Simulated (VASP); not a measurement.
Set up this calculation in VASP 6.6.1, as the native input.

* Task: single point
* Functional: r2SCAN
* Potentials or basis: VASP PAW PBE potentials, release 64 (Te)
* Cutoff: 520 eV
* k mesh: 18 × 18 × 18
* Occupations: gaussian, width 0.15 eV
* Spin: no spin polarisation
* Dipole correction: no
* Further INCAR settings: ALGO = Normal; EDIFF = 1e-07; NBANDS = 9

Te:

```
Te
1.0
     2.37089    1.36884    1.59952
    -2.37089    1.36884    1.59952
     0.00000   -2.73767    1.59952
Te
1
Cartesian
  0.0000 0.0000 2.3993
```

This cell differs from its parent crystal: ratio of the length along z to the lengths across it x 0.92, volume and fractional coordinates fixed.

The input as run:

POSCAR

```
Te
1.0
    2.3708933113      1.3688358915      1.5995221882
   -2.3708933113      1.3688358915      1.5995221882
    0.0000000000     -2.7376717829      1.5995221883
Te
1
Direct
    0.5000000000      0.5000000000      0.5000000000
```

INCAR.step1

```
SYSTEM = Te
PREC = Accurate
ENCUT = 520
ISMEAR = 0
SIGMA = 0.15
LREAL = .FALSE.
LASPH = .TRUE.
NELM = 100
NBANDS = 9
GGA = PE
ALGO = Normal
EDIFF = 1E-4
LWAVE = .TRUE.
LCHARG = .FALSE.
```

INCAR.step2

```
SYSTEM = Te
PREC = Accurate
ENCUT = 520
EDIFF = 1E-7
ISMEAR = 0
SIGMA = 0.15
LREAL = .FALSE.
LASPH = .TRUE.
NELM = 100
ALGO = Normal
ISIF = 2
LWAVE = .FALSE.
LCHARG = .FALSE.
METAGGA = R2SCAN
LMIXTAU = .TRUE.
NBANDS = 9
ISTART = 1
```

KPOINTS

```
regular mesh
0
G
  18 18 18
  0 0 0
```

Potentials or basis: VASP PAW PBE potentials, release 64 (Te).

Run with:

```console
$ cat potpaw_PBE.64/Te/POTCAR > POTCAR
$ cp INCAR.step1 INCAR
$ mpirun -np 1 vasp_std > vasp.out
$ cp INCAR.step2 INCAR
$ mpirun -np 1 vasp_std > vasp.out
```

It gave:

- Pressure: 0.9 GPa
- Band gap on the k mesh: zero (bands 3 and 4 overlap by 4.80 eV)

Caveat: the PAW data sets were made with another functional, which shifts forces and pressure a little; spin-orbit coupling is left out, which moves the levels of the heavy elements.

It took 3.9 min on 1 thread of AMD EPYC 9R45 96-Core Processor (Zen 5) (shared host), peak memory 0.24 GiB.
